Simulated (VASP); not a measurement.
# Au (I4/mmm) in VASP: further runs

The runs below take Au through single point, with r2SCAN.

Everything below comes from runs of VASP 6.6.1. Logs are shortened: lines on timing, memory, paths and dates and some standing lists are left out, and cuts for length are marked.

**1. The cell of the first run**

Symmetry: I4/mmm, No. 139, tetragonal system. Conventional cell: a = 2.980 Å, b = 2.980 Å, c = 4.091 Å, α = 90.00°, β = 90.00°, γ = 90.00°. Within 3.9 Å of Au (site symmetry 4/mmm) lie 12 Au at 2.94 to 2.98 Å.

**2. Single point, r2SCAN (strain +0.030 along x and y, +0.000 along z)**

POSCAR reads:

```
Au
1.0
    0.0000000000      2.1068650000      2.0455000000
    2.1068650000      0.0000000000      2.0455000000
    2.1068650000      2.1068650000      0.0000000000
Au
1
Direct
    0.0000000000      0.0000000000      0.0000000000
```

INCAR.step1 reads:

```
SYSTEM = Au
ALGO     = Normal         ! electronic algorithm
EDIFF    = 1E-4           ! SCF threshold, eV
ENCUT    = 520            ! plane-wave cutoff, eV
GGA      = PE             ! functional
ISMEAR   = 0              ! smearing method
LASPH    = .True.         ! aspherical terms in the spheres
LCHARG   = .False.        ! write CHGCAR
LREAL    = .False.        ! projectors in reciprocal space
LWAVE    = .True.         ! write WAVECAR
NBANDS   = 12             ! bands
NELM     = 100            ! most SCF steps
PREC     = Accurate       ! precision mode
SIGMA    = 0.15           ! smearing width, eV
```

INCAR.step2 reads:

```
SYSTEM = Au
ALGO     = Normal         ! electronic algorithm
EDIFF    = 1E-7           ! SCF threshold, eV
ENCUT    = 520            ! plane-wave cutoff, eV
ISIF     = 2              ! what is computed and relaxed
ISMEAR   = 0              ! smearing method
ISTART   = 1            
LASPH    = .True.         ! aspherical terms in the spheres
LCHARG   = .True.         ! write CHGCAR
LELF     = .True.         ! ELF
LMIXTAU  = .True.       
LREAL    = .False.        ! projectors in reciprocal space
LVHAR    = .True.       
LWAVE    = .False.        ! write WAVECAR
METAGGA  = R2SCAN         ! meta-GGA
NBANDS   = 12             ! bands
NELM     = 100            ! most SCF steps
PREC     = Accurate       ! precision mode
SIGMA    = 0.15           ! smearing width, eV
```

KPOINTS reads:

```
k-points
0
Gamma
  20 20 20
  0 0 0
```

Potentials or basis: VASP PAW PBE potentials, release 64 (Au).

Launch:

```sh
$ cat potpaw_PBE.64/Au/POTCAR > POTCAR
$ cp INCAR.step1 INCAR
$ mpirun -np 1 vasp_std > vasp.out
$ cp INCAR.step2 INCAR
$ mpirun -np 1 vasp_std > vasp.out
```

OUTCAR:

```text
SYSTEM = Au
   EDIFF = 1E-7
   ENCUT = 520
   ISIF = 2
   ISMEAR = 0
   ISTART = 1
   LASPH = .True.
   LREAL = .False.
   METAGGA = R2SCAN
   NELM = 100
   PREC = Accurate

 ion  position               nearest neighbor table
   1  0.000  0.000  0.000-

  LATTYP: Found a body centered tetragonal cell.
 ALAT       =     2.9795570571
 C/A-ratio  =     1.3730228761

  Lattice vectors:

 A1 = (   0.0000000000,  -2.1068650000,  -2.0455000000)
 A2 = (   0.0000000000,   2.1068650000,  -2.0455000000)
 A3 = (   2.1068650000,   0.0000000000,   2.0455000000)

Analysis of symmetry for initial positions (statically):
=====================================================================
 Subroutine PRICEL returns:
 Original cell was already a primitive cell.

 Routine SETGRP: Setting up the symmetry group for a
 body centered tetragonal supercell.

 Subroutine GETGRP returns: Found 16 space group operations
 (whereof 16 operations were pure point group operations)
 out of a pool of 16 trial point group operations.

The static configuration has the point symmetry D_4h.

Analysis of symmetry for dynamics (positions and initial velocities):
=====================================================================
 Subroutine PRICEL returns:
 Original cell was already a primitive cell.

 Routine SETGRP: Setting up the symmetry group for a
 body centered tetragonal supercell.

 Subroutine GETGRP returns: Found 16 space group operations
 (whereof 16 operations were pure point group operations)
 out of a pool of 16 trial point group operations.

The dynamic configuration has the point symmetry D_4h.

 Subroutine INISYM returns: Found 16 space group operations
 (whereof 16 operations are pure point group operations),
 and found     1 'primitive' translations

----------------------------------------------------------------------------------------

                                     Primitive cell

  volume of cell :      18.1595

  direct lattice vectors                    reciprocal lattice vectors
     0.000000000  2.106865000  2.045500000    -0.237319430  0.237319430  0.244439012
     2.106865000  0.000000000  2.045500000     0.237319430 -0.237319430  0.244439012
     2.106865000  2.106865000  0.000000000     0.237319430  0.237319430 -0.244439012

  length of vectors
     2.936486060  2.936486060  2.979557057     0.415200499  0.415200499  0.415200499

  position of ions in fractional coordinates (direct lattice)
     0.000000000  0.000000000  0.000000000

  ion indices of the primitive-cell ions
   primitive index   ion index
                 1           1

----------------------------------------------------------------------------------------

 KPOINTS: k-points

Automatic generation of k-mesh.
 Grid dimensions read from file:
 generate k-points for:   20   20   20

 Generating k-lattice:

  Cartesian coordinates                     Fractional coordinates (reciprocal lattice)
    -0.011865971  0.011865971  0.012221951     0.050000000  0.000000000  0.000000000
     0.011865971 -0.011865971  0.012221951     0.000000000  0.050000000  0.000000000
     0.011865971  0.011865971 -0.012221951     0.000000000  0.000000000  0.050000000

  Length of vectors
     0.020760025  0.020760025  0.020760025

  Shift w.r.t. Gamma in fractional coordinates (k-lattice)
     0.000000000  0.000000000  0.000000000

 Subroutine IBZKPT returns following result:
 ===========================================

 Found    641 irreducible k-points:

 Following reciprocal coordinates:
            Coordinates               Weight
  0.000000  0.000000  0.000000      1.000000
  0.050000  0.000000  0.000000      8.000000
  0.100000  0.000000  0.000000      8.000000
  0.150000  0.000000  0.000000      8.000000
  0.200000  0.000000  0.000000      8.000000
  0.250000  0.000000  0.000000      8.000000
[... 16 lines left out ...]
 -0.400000  0.050000  0.000000      8.000000
 -0.350000  0.050000  0.000000      8.000000
 [... further k-points ...]
   k-points           NKPTS =    641   k-points in BZ     NKDIM =    641   number of bands    NBANDS=     12
   number of dos      NEDOS =    301   number of ions     NIONS =      1
   total plane-waves  NPLWV =  13824
   dimension x,y,z NGX =    24 NGY =   24 NGZ =   24
   dimension x,y,z NGXF=    48 NGYF=   48 NGZF=   48
   ions per type =               1
   NGX,Y,Z   is equivalent  to a cutoff of  13.59, 13.59, 13.39 a.u.
   NGXF,Y,Z  is equivalent  to a cutoff of  27.17, 27.17, 26.78 a.u.
 SYSTEM =  Au
   PREC   = accura    normal or accurate (medium, high low for compatibility)
   ISTART =      1    job   : 0-new  1-cont  2-samecut
   ICHARG =      0    charge: 1-file 2-atom 10-const
   ISPIN  =      1    spin polarized calculation?
   LNONCOLLINEAR =      F non collinear calculations
   LSORBIT =      F    spin-orbit coupling
   LASPH  =      T    aspherical Exc in radial PAW
   ENCUT  =  520.0 eV  38.22 Ry    6.18 a.u.   5.46  5.46  5.54*2*pi/ulx,y,z
   NELM   =    100;   NELMIN=  2; NELMDL=  0     # of ELM steps
   EDIFF  = 0.1E-06   stopping-criterion for ELM
   LREAL  =      F    real-space projection
   EDIFFG = 0.1E-05   stopping-criterion for IOM
   NSW    =      0    number of steps for IOM
   IBRION =     -1    ionic relax: 0-MD 1-quasi-New 2-CG
   NFREE  =      0    steps in history (QN), initial steepest desc. (CG)
   ISIF   =      2    stress and relaxation
   ISYM   =      2    0-nonsym 1-usesym 2-fastsym
   POTIM  = 0.5000    time-step for ionic-motion
   TEBEG  =    0.0;   TEEND  =   0.0 temperature during run
   PSTRESS=    0.0 pullay stress
   NELECT =      11.0000    total number of electrons
   NUPDOWN=      -1.0000    fix difference up-down
   EMIN   =  10.00;   EMAX   =-10.00  energy-range for DOS
   EFERMI =   0.00;   METHOD = LEGACY
   ISMEAR =     0;   SIGMA  =   0.15  broadening in eV -4-tet -1-fermi 0-gaus
   EFERMI_NEDOS =   21; number of points for ismear=-14 and -15
   IALGO  =     38    algorithm
   IMIX   =      4    mixing-type and parameters
     AMIX     =   0.40;   BMIX     =  1.00
     AMIX_MAG =   1.60;   BMIX_MAG =  1.00
  volume/ion in A,a.u.               =      18.16       122.55
  Fermi-wavevector in a.u.,A,eV,Ry     =   1.385175  2.617602 26.105645  1.918711
  Thomas-Fermi vector in A             =   2.509610
   LORBIT       =      0    0 simple, 1 ext, 2 COOP (PROOUT), +10 PAW based schemes
   METAGGA = R2SCAN    functional components
   LHFCALC =     F    Hartree Fock is set to
   AEXX    =    0.0000 exact exchange contribution
   IVDW    =     0    specifies the selected vdW correction
   LEPSILON=     F    determine dielectric tensor
   LRPA    =     F    only Hartree local field effects (RPA)
 non-spin polarized calculation
 Gauss-broadening in eV      SIGMA  =   0.15
  energy-cutoff  :      520.00
  volume of cell :       18.16
 maximum number of plane-waves:       517
 NGX is ok and might be reduce to    24
   NGX = 11   NGY = 11   NGZ = 11

 number of electron      11.0000001 magnetization

 Free energy of the ion-electron system (eV)
  ---------------------------------------------------
  ext. energy  EPLUGINS =         0.00000000
  ---------------------------------------------------
  free energy    TOTEN  =       -50.58856014 eV

  energy without entropy =      -50.58603772  energy(sigma->0) =      -50.58729893

 E-fermi :   8.2923     XC(G=0): -13.1811

 val. band max:        8.2917081721   @ k =   0.5000   0.0500   0.1500
 cond. band min:       8.2964610998   @ k =  -0.1500   0.3500   0.2500
 fundamental gap:      0.0047529277
 Fermi energy:         8.2922930032

 k-point     1 :       0.0000    0.0000    0.0000
  band No.  band energies     occupation
      1      -1.1038      2.00000
      2       3.6176      2.00000
      3       3.6176      2.00000
      4       3.8559      2.00000
      5       4.9300      2.00000
      6       5.1857      2.00000
      7      23.7042      0.00000
      8      27.2524      0.00000
      9      27.2524      0.00000
     10      27.6651      0.00000
     11      32.4569      0.00000
     12      35.9132      0.00000

 k-point     2 :       0.0500    0.0000    0.0000
  band No.  band energies     occupation
      1      -1.0180      2.00000
      2       3.6103      2.00000
      3       3.6462      2.00000
      4       3.8659      2.00000
      5       4.9207      2.00000
      6       5.1708      2.00000
      7      23.7929      0.00000
      8      26.7545      0.00000
      9      27.3407      0.00000
     10      27.6397      0.00000
     11      32.9205      0.00000
     12      34.9914      0.00000

 k-point     3 :       0.1000    0.0000    0.0000
  band No.  band energies     occupation
      1      -0.7662      2.00000
      2       3.5736      2.00000
      3       3.7219      2.00000
      4       3.9132      2.00000
      5       4.9036      2.00000
      6       5.1351      2.00000
      7      23.9762      0.00000
      8      25.4710      0.00000
      9      27.5891      0.00000
     10      27.8547      0.00000
     11      32.5841      0.00000
     12      34.5120      0.00000
[... 286 lines left out ...]
 k-point    23 :      -0.4000    0.0500    0.0000
  band No.  band energies     occupation
      1       1.3556      2.00000
      2       3.6319      2.00000
      3       3.7893      2.00000
      4       5.5883      2.00000
      5       5.9717      2.00000
      6       6.8434      2.00000
      7      13.0995      0.00000
      8      23.4309      0.00000
      9      25.6209      0.00000
     10      26.0633      0.00000
     11      32.6939      0.00000
     12      32.7871      0.00000

 k-point    24 :      -0.3500    0.0500    0.0000
  band No.  band energies     occupation
      1       1.3220      2.00000
      2       3.6998      2.00000
      3       3.8640      2.00000
      4       4.9366      2.00000
      5       5.6994      2.00000
      6       6.1887      2.00000
      7      14.9561      0.00000
      8      23.7621      0.00000
      9      25.9185      0.00000
     10      26.9641      0.00000
     11      31.8613      0.00000
     12      32.3110      0.00000

 [... further k-points ...]

------------------------ aborting loop because EDIFF is reached ----------------------------------------

  FORCE on cell =-STRESS in cart. coord.  units (eV):
  Direction    XX          YY          ZZ          XY          YZ          ZX
  --------------------------------------------------------------------------------------
  -------------------------------------------------------------------------------------
  Total       -0.5490547     -0.5490547     -0.4714815      0.0000000      0.0000000      0.0000000
  in kB      -48.4421413    -48.4421413    -41.5979892      0.0000000      0.0000000      0.0000000
  external PRESSURE =     -46.1607573 kB  Pullay stress =       0.0000000 kB

 VOLUME and BASIS-vectors are now :
 -----------------------------------------------------------------------------
  energy-cutoff  :      520.00
  volume of cell :       18.16
      direct lattice vectors                 reciprocal lattice vectors
     0.000000000  2.106865000  2.045500000    -0.237319430  0.237319430  0.244439012
     2.106865000  0.000000000  2.045500000     0.237319430 -0.237319430  0.244439012
     2.106865000  2.106865000  0.000000000     0.237319430  0.237319430 -0.244439012

 POSITION                                       TOTAL-FORCE (eV/Angst)
 -----------------------------------------------------------------------------------
      0.00000      0.00000      0.00000         0.000000      0.000000      0.000000
 -----------------------------------------------------------------------------------
    total drift:                                0.000000     -0.000000     -0.000000

  FREE ENERGIE OF THE ION-ELECTRON SYSTEM (eV)
  ---------------------------------------------------
  free  energy   TOTEN  =       -50.5885601400 eV

  energy  without entropy=      -50.5860377215  energy(sigma->0) =      -50.58729893
```

It took 16 min on 1 thread of Intel Xeon 8259CL, shared host; peak memory 0.23 GiB.

What came out:

```
Free energy            : -50.5886 eV
Pressure               : -4.6 GPa
Band gap on the k mesh : zero (an odd number of electrons rules out a gap without spin polarisation)
```

Caveat: the cell differs from its parent crystal (strain +0.030 along x and y, +0.000 along z); the cell stands under tension; the PAW data sets were made with another functional, which shifts forces and pressure a little; spin-orbit coupling is left out, which moves the levels of the heavy elements.

[end of part 1 of 2]
